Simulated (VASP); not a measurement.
BaSr, 2 atoms in the cell. The structure is cubic, space group Pm-3m (No. 221). The conventional cell has a = 5.110 Å, b = 5.110 Å, c = 5.110 Å, α = 90.00°, β = 90.00°, γ = 90.00°. Within 5.8 Å of Sr (site symmetry m-3m) lie 8 Ba at 4.43 Å and 6 Sr at 5.11 Å. Ba (site symmetry m-3m) has 8 Sr at 4.43 Å and 6 Ba at 5.11 Å within 5.8 Å. 

```yaml
Program: VASP 6.6.1
Task: relaxation of cell and atoms
Functional: LDA
Potentials_or_basis: VASP PAW LDA potentials, release 64 (Sr_sv, Ba_sv)
Cutoff: 600 eV
k_mesh: 5 × 5 × 5
Occupations: methfessel-paxton, width 0.05 eV
Spin: no spin polarisation
Dipole_correction: no
Further_INCAR_settings: ALGO = Normal; EDIFF = 1e-06; IBRION = 2; EDIFFG = -0.02; NSW = 80; ISIF = 3
```

Potentials or basis: VASP PAW LDA potentials, release 64 (Sr_sv, Ba_sv).

Command:

```console
$ cat potpaw_LDA.64/Sr_sv/POTCAR potpaw_LDA.64/Ba_sv/POTCAR > POTCAR
$ mpirun -np 1 vasp_std > vasp.out
```

Hardware: 1 thread of Intel(R) Xeon(R) 6975P-C (Granite Rapids), with other jobs on the host.

Q: Estimate the wall time of this run.

A: Wall time 50 s on 1 thread of Intel(R) Xeon(R) 6975P-C (Granite Rapids), on a shared host, peak memory 0.23 GiB. Counts: scf iterations 39, k points 10, ion steps 4.
